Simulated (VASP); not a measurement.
# GaN (P6_3mc) in VASP: further runs

GaN is run at these levels: PBEsol; tasks: single point.

Everything below comes from runs of VASP 6.6.1. Logs are shortened: lines on timing, memory, paths and dates and some standing lists are left out, and cuts for length are marked.

### 1 The cell of the first run

The structure is hexagonal, space group P6_3mc (No. 186). The conventional cell has a = 3.230 Å, b = 3.230 Å, c = 5.094 Å, α = 90.00°, β = 90.00°, γ = 120.00°. Within 2.5 Å of Ga (site symmetry 3m) lie 4 N at 1.92 to 1.97 Å. Within 2.5 Å of N (site symmetry 3m) lie 4 Ga at 1.92 to 1.97 Å.

### 2 Single point, PBEsol

File INCAR:

```
PREC = Accurate
ENCUT = 520
EDIFF = 1E-7
ISMEAR = 0
SIGMA = 0.02
LREAL = F
LASPH = T
NELM = 80
ALGO = Normal
ISIF = 2
LWAVE = F
LCHARG = F
GGA = PS
NBANDS = 26
```

File KPOINTS:

```
regular mesh
0
Gamma
  9 9 5
```

File POSCAR:

```
GaN
1.0
    3.2300235096      0.0000000000      0.0000000000
   -1.6150117548      2.7972824142      0.0000000000
    0.0000000000      0.0000000000      5.0941599279
Ga N
2 2
Direct
    0.3333333333      0.6666666667     -0.0008058930
    0.6666666667      0.3333333333      0.4991941070
    0.3333333333      0.6666666667      0.3758058930
    0.6666666667      0.3333333333      0.8758058930
```

Potentials or basis: VASP PAW PBE potentials, release 64 (Ga_d, N).

Run with:

```bash
cat potpaw_PBE.64/Ga_d/POTCAR potpaw_PBE.64/N/POTCAR > POTCAR
mpirun -np 1 vasp_std > vasp.out
```

OUTCAR:

```text
PREC = Accurate
   ENCUT = 520
   EDIFF = 1E-7
   ISMEAR = 0
   LREAL = F
   LASPH = T
   NELM = 80
   ISIF = 2
   GGA = PS

 ion  position               nearest neighbor table
   1  0.333  0.667  0.999-   3 1.92   4 1.97   4 1.97   4 1.97
   2  0.667  0.333  0.499-   4 1.92   3 1.97   3 1.97   3 1.97
   3  0.333  0.667  0.376-   1 1.92   2 1.97   2 1.97   2 1.97
   4  0.667  0.333  0.876-   2 1.92   1 1.97   1 1.97   1 1.97

  LATTYP: Found a hexagonal cell.
 ALAT       =     3.2300235096
 C/A-ratio  =     1.5771278174

  Lattice vectors:

 A1 = (   3.2300235096,   0.0000000000,   0.0000000000)
 A2 = (  -1.6150117548,   2.7972824142,   0.0000000000)
 A3 = (   0.0000000000,   0.0000000000,   5.0941599279)

Analysis of symmetry for initial positions (statically):
=====================================================================
 Subroutine PRICEL returns:
 Original cell was already a primitive cell.

 Routine SETGRP: Setting up the symmetry group for a
 hexagonal supercell.

 Subroutine GETGRP returns: Found 12 space group operations
 (whereof  6 operations were pure point group operations)
 out of a pool of 24 trial point group operations.

The static configuration has the point symmetry C_3v.
 The point group associated with its full space group is C_6v.

Analysis of symmetry for dynamics (positions and initial velocities):
=====================================================================
 Subroutine PRICEL returns:
 Original cell was already a primitive cell.

 Routine SETGRP: Setting up the symmetry group for a
 hexagonal supercell.

 Subroutine GETGRP returns: Found 12 space group operations
 (whereof  6 operations were pure point group operations)
 out of a pool of 24 trial point group operations.

The dynamic configuration has the point symmetry C_3v.
 The point group associated with its full space group is C_6v.

 Subroutine INISYM returns: Found 12 space group operations
 (whereof  6 operations are pure point group operations),
 and found     1 'primitive' translations

----------------------------------------------------------------------------------------

                                     Primitive cell

  volume of cell :      46.0272

  direct lattice vectors                    reciprocal lattice vectors
     3.230023510  0.000000000  0.000000000     0.309595270  0.178744912  0.000000000
    -1.615011755  2.797282414  0.000000000     0.000000000  0.357489825  0.000000000
     0.000000000  0.000000000  5.094159928     0.000000000  0.000000000  0.196303221

  length of vectors
     3.230023510  3.230023510  5.094159928     0.357489825  0.357489825  0.196303221

  position of ions in fractional coordinates (direct lattice)
     0.333333333  0.666666667  0.999194107
     0.666666667  0.333333333  0.499194107
     0.333333333  0.666666667  0.375805893
     0.666666667  0.333333333  0.875805893

  ion indices of the primitive-cell ions
   primitive index   ion index
                 1           1
                 2           2
                 3           3
                 4           4

----------------------------------------------------------------------------------------

 KPOINTS: regular mesh

Automatic generation of k-mesh.
 Grid dimensions read from file:
 generate k-points for:    9    9    5

 Generating k-lattice:

  Cartesian coordinates                     Fractional coordinates (reciprocal lattice)
     0.034399474  0.019860546  0.000000000     0.111111111  0.000000000  0.000000000
     0.000000000  0.039721092  0.000000000     0.000000000  0.111111111  0.000000000
     0.000000000  0.000000000  0.039260644     0.000000000  0.000000000  0.200000000

  Length of vectors
     0.039721092  0.039721092  0.039260644

  Shift w.r.t. Gamma in fractional coordinates (k-lattice)
     0.000000000  0.000000000  0.000000000

 Subroutine IBZKPT returns following result:
 ===========================================

 Found     36 irreducible k-points:

 Following reciprocal coordinates:
            Coordinates               Weight
  0.000000  0.000000  0.000000      1.000000
  0.111111  0.000000  0.000000      6.000000
  0.222222  0.000000  0.000000      6.000000
  0.333333  0.000000  0.000000      6.000000
  0.444444  0.000000  0.000000      6.000000
  0.111111  0.111111  0.000000      6.000000
[... 16 lines left out ...]
  0.333333  0.222222  0.200000     24.000000
  0.333333  0.333333  0.200000      4.000000
 [... further k-points ...]
   k-points           NKPTS =     36   k-points in BZ     NKDIM =     36   number of bands    NBANDS=     26
   number of dos      NEDOS =    301   number of ions     NIONS =      4
   total plane-waves  NPLWV =  23040
   dimension x,y,z NGX =    24 NGY =   24 NGZ =   40
   dimension x,y,z NGXF=    48 NGYF=   48 NGZF=   80
   ions per type =               2   2
   NGX,Y,Z   is equivalent  to a cutoff of  12.35, 12.35, 13.05 a.u.
   NGXF,Y,Z  is equivalent  to a cutoff of  24.71, 24.71, 26.11 a.u.
 SYSTEM =  unknown system
   PREC   = accura    normal or accurate (medium, high low for compatibility)
   ISTART =      0    job   : 0-new  1-cont  2-samecut
   ICHARG =      2    charge: 1-file 2-atom 10-const
   ISPIN  =      1    spin polarized calculation?
   LNONCOLLINEAR =      F non collinear calculations
   LSORBIT =      F    spin-orbit coupling
   LASPH  =      T    aspherical Exc in radial PAW
   ENCUT  =  520.0 eV  38.22 Ry    6.18 a.u.   6.01  6.01  9.47*2*pi/ulx,y,z
   NELM   =     80;   NELMIN=  2; NELMDL= -5     # of ELM steps
   EDIFF  = 0.1E-06   stopping-criterion for ELM
   LREAL  =      F    real-space projection
   EDIFFG = 0.1E-05   stopping-criterion for IOM
   NSW    =      0    number of steps for IOM
   IBRION =     -1    ionic relax: 0-MD 1-quasi-New 2-CG
   NFREE  =      0    steps in history (QN), initial steepest desc. (CG)
   ISIF   =      2    stress and relaxation
   ISYM   =      2    0-nonsym 1-usesym 2-fastsym
   POTIM  = 0.5000    time-step for ionic-motion
   TEBEG  =    0.0;   TEEND  =   0.0 temperature during run
   PSTRESS=    0.0 pullay stress
   NELECT =      36.0000    total number of electrons
   NUPDOWN=      -1.0000    fix difference up-down
   EMIN   =  10.00;   EMAX   =-10.00  energy-range for DOS
   EFERMI =   0.00;   METHOD = LEGACY
   ISMEAR =     0;   SIGMA  =   0.02  broadening in eV -4-tet -1-fermi 0-gaus
   EFERMI_NEDOS =   21; number of points for ismear=-14 and -15
   IALGO  =     38    algorithm
   IMIX   =      4    mixing-type and parameters
     AMIX     =   0.40;   BMIX     =  1.00
     AMIX_MAG =   1.60;   BMIX_MAG =  1.00
  volume/ion in A,a.u.               =      11.51        77.65
  Fermi-wavevector in a.u.,A,eV,Ry     =   1.508357  2.850381 30.955170  2.275141
  Thomas-Fermi vector in A             =   2.618822
   LORBIT       =      0    0 simple, 1 ext, 2 COOP (PROOUT), +10 PAW based schemes
   GGA     = PS    functional components
   LHFCALC =     F    Hartree Fock is set to
   AEXX    =    0.0000 exact exchange contribution
   IVDW    =     0    specifies the selected vdW correction
   LEPSILON=     F    determine dielectric tensor
   LRPA    =     F    only Hartree local field effects (RPA)
 non-spin polarized calculation
 Gauss-broadening in eV      SIGMA  =   0.02
  energy-cutoff  :      520.00
  volume of cell :       46.03
 maximum number of plane-waves:      1260
   NGX = 13   NGY = 13   NGZ = 19

 number of electron      35.9999990 magnetization

 Free energy of the ion-electron system (eV)
  ---------------------------------------------------
  ext. energy  EPLUGINS =         0.00000000
  ---------------------------------------------------
  free energy    TOTEN  =       -26.22618061 eV

  energy without entropy =      -26.22618061  energy(sigma->0) =      -26.22618061

 E-fermi :   5.2458     XC(G=0): -11.8621

 val. band max:        5.1232602273   @ k =   0.0000   0.0000   0.0000
 cond. band min:       6.9512634879   @ k =   0.0000   0.0000   0.0000
 fundamental gap:      1.8280032606
 Fermi energy:         5.2457676256

 k-point     1 :       0.0000    0.0000    0.0000
  band No.  band energies     occupation
      1     -10.8141      2.00000
      2      -9.8582      2.00000
      3      -8.2858      2.00000
      4      -8.2652      2.00000
      5      -8.2652      2.00000
      6      -8.1978      2.00000
[... 18 lines left out ...]
     25      16.5203      0.00000
     26      16.5203      0.00000

 k-point     2 :       0.1111    0.0000    0.0000
  band No.  band energies     occupation
      1     -10.6977      2.00000
      2      -9.8326      2.00000
      3      -8.2695      2.00000
      4      -8.2500      2.00000
      5      -8.2317      2.00000
      6      -8.1843      2.00000
[... 18 lines left out ...]
     25      16.5151      0.00000
     26      16.7843      0.00000

 k-point     3 :       0.2222    0.0000    0.0000
  band No.  band energies     occupation
      1     -10.4058      2.00000
      2      -9.7787      2.00000
      3      -8.2352      2.00000
      4      -8.2208      2.00000
      5      -8.1664      2.00000
      6      -8.1189      2.00000
[... 18 lines left out ...]
     25      16.4743      0.00000
     26      17.3351      0.00000

 k-point     4 :       0.3333    0.0000    0.0000
  band No.  band energies     occupation
      1     -10.0993      2.00000
      2      -9.7367      2.00000
      3      -8.2161      2.00000
      4      -8.2061      2.00000
      5      -8.1310      2.00000
      6      -8.0652      2.00000
[... 18 lines left out ...]
     25      16.4374      0.00000
     26      18.1178      0.00000

 k-point     5 :       0.4444    0.0000    0.0000
  band No.  band energies     occupation
      1      -9.9294      2.00000
      2      -9.7211      2.00000
      3      -8.2179      2.00000
      4      -8.2054      2.00000
      5      -8.1177      2.00000
      6      -8.0572      2.00000
[... 18 lines left out ...]
     25      17.1649      0.00000
     26      18.5961      0.00000

 k-point     6 :       0.1111    0.1111    0.0000
  band No.  band energies     occupation
      1     -10.4930      2.00000
      2      -9.7933      2.00000
      3      -8.2403      2.00000
      4      -8.2315      2.00000
      5      -8.1711      2.00000
      6      -8.1650      2.00000
[... 427 lines left out ...]
 k-point    21 :       0.4444    0.1111    0.2000
  band No.  band energies     occupation
      1      -9.8461      2.00000
      2      -9.7159      2.00000
      3      -8.2242      2.00000
      4      -8.1919      2.00000
      5      -8.1208      2.00000
      6      -8.0717      2.00000
[... 18 lines left out ...]
     25      16.9302      0.00000
     26      18.2970      0.00000

 k-point    22 :       0.2222    0.2222    0.2000
  band No.  band energies     occupation
      1      -9.9258      2.00000
      2      -9.7261      2.00000
      3      -8.2261      2.00000
      4      -8.1768      2.00000
      5      -8.1124      2.00000
      6      -8.0957      2.00000
[... 18 lines left out ...]
     25      16.2165      0.00000
     26      18.4983      0.00000

 k-point    23 :       0.3333    0.2222    0.2000
  band No.  band energies     occupation
      1      -9.8122      2.00000
      2      -9.7207      2.00000
      3      -8.2399      2.00000
      4      -8.1565      2.00000
      5      -8.1075      2.00000
      6      -8.0571      2.00000
[... 18 lines left out ...]
     25      17.0199      0.00000
     26      18.2888      0.00000

 k-point    24 :       0.3333    0.3333    0.2000
  band No.  band energies     occupation
      1      -9.7474      2.00000
      2      -9.7474      2.00000
      3      -8.2512      2.00000
      4      -8.1159      2.00000
      5      -8.1159      2.00000
      6      -8.0531      2.00000
[... 18 lines left out ...]
     25      17.8992      0.00000
     26      18.1683      0.00000

 [... further k-points ...]
[... 5 lines left out ...]
  --------------------------------------------------------------------------------------
  -------------------------------------------------------------------------------------
  Total       -1.7771882     -1.7771882      1.7579969      0.0000000      0.0000000      0.0000000
  in kB      -61.8627794    -61.8627794     61.1947414      0.0000000      0.0000000      0.0000000
  external PRESSURE =     -20.8436058 kB  Pullay stress =       0.0000000 kB

 VOLUME and BASIS-vectors are now :
 -----------------------------------------------------------------------------
  energy-cutoff  :      520.00
  volume of cell :       46.03
      direct lattice vectors                 reciprocal lattice vectors
     3.230023510  0.000000000  0.000000000     0.309595270  0.178744912  0.000000000
    -1.615011755  2.797282414  0.000000000     0.000000000  0.357489825  0.000000000
     0.000000000  0.000000000  5.094159928     0.000000000  0.000000000  0.196303221

 POSITION                                       TOTAL-FORCE (eV/Angst)
 -----------------------------------------------------------------------------------
     -0.00000      1.86485      5.09005         0.000000     -0.000000     -0.349590
      1.61501      0.93243      2.54297        -0.000000      0.000000     -0.349590
     -0.00000      1.86485      1.91442        -0.000000     -0.000000      0.349590
      1.61501      0.93243      4.46150         0.000000     -0.000000      0.349590
 -----------------------------------------------------------------------------------
    total drift:                               -0.000001     -0.000001     -0.000061

  FREE ENERGIE OF THE ION-ELECTRON SYSTEM (eV)
  ---------------------------------------------------
  free  energy   TOTEN  =       -26.2261806113 eV

  energy  without entropy=      -26.2261806113  energy(sigma->0) =      -26.22618061
```

Wall time 52 s (1 thread of Intel Xeon 6975P-C (Granite Rapids), shared host); peak memory 0.18 GiB.

Results:

| Property | Result |
| --- | --- |
| Free energy | -26.2262 eV |
| Pressure | -2.1 GPa |
| Largest force | 0.350 eV/Å |
| Band gap on the k mesh | 1.83 eV, direct |

Forces on the atoms (eV/Å):
```
Ga   0.000  0.000 -0.350
Ga   0.000  0.000 -0.350
N    0.000  0.000  0.350
N    0.000  0.000  0.350
```

Stress tensor (GPa, compression positive):
```
-6.19  0.00  0.00
 0.00 -6.19  0.00
 0.00  0.00  6.12
```

Levels at points of the mesh, in eV from the valence-band top:
```
           k point  band 14  band 15  band 16  band 17  band 18  band 19  band 20  band 21  band 22  band 23
(0.00, 0.00, 0.00)    -1.20    -1.20    -0.05    -0.05     0.00     1.83     3.82     9.27     9.46     9.46
```

Caveat: the PAW data sets were made with another functional, which shifts forces and pressure a little.

[end of part 1 of 2]
